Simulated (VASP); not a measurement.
Here is a VASP 6.6.1 calculation.

Contents of INCAR:

```
SYSTEM = BiS
  ALGO = Normal
  EDIFF = 1E-6
  ENCUT = 520
  GGA = PE
  ISIF = 2
  ISMEAR = -1
  LASPH = .True.
  LCHARG = .False.
  LREAL = .False.
  LWAVE = .False.
  NBANDS = 18
  NELM = 60
  PREC = Accurate
  SIGMA = 0.05
```

Contents of KPOINTS:

```
k-points
0
Gamma
  7 7 7
  0 0 0
```

POSCAR

```
BiS
1.0
    4.0294546777      0.0000000000      0.0000000000
    0.0000000000      4.0294546777      0.0000000000
    0.0000000000      0.0000000000      4.0294546777
Bi S
1 1
Direct
    0.5000000000      0.5000000000      0.5000000000
    0.0000000000      0.0000000000      0.0000000000
```

Potentials or basis: VASP PAW PBE potentials, release 64 (Bi_d, S).

The run is started by

```sh
$ cat potpaw_PBE.64/Bi_d/POTCAR potpaw_PBE.64/S/POTCAR > POTCAR
$ mpirun -np 1 vasp_std > vasp.out
```

(1) What does it give for the pressure?

Answers

(1) -11.1 GPa.
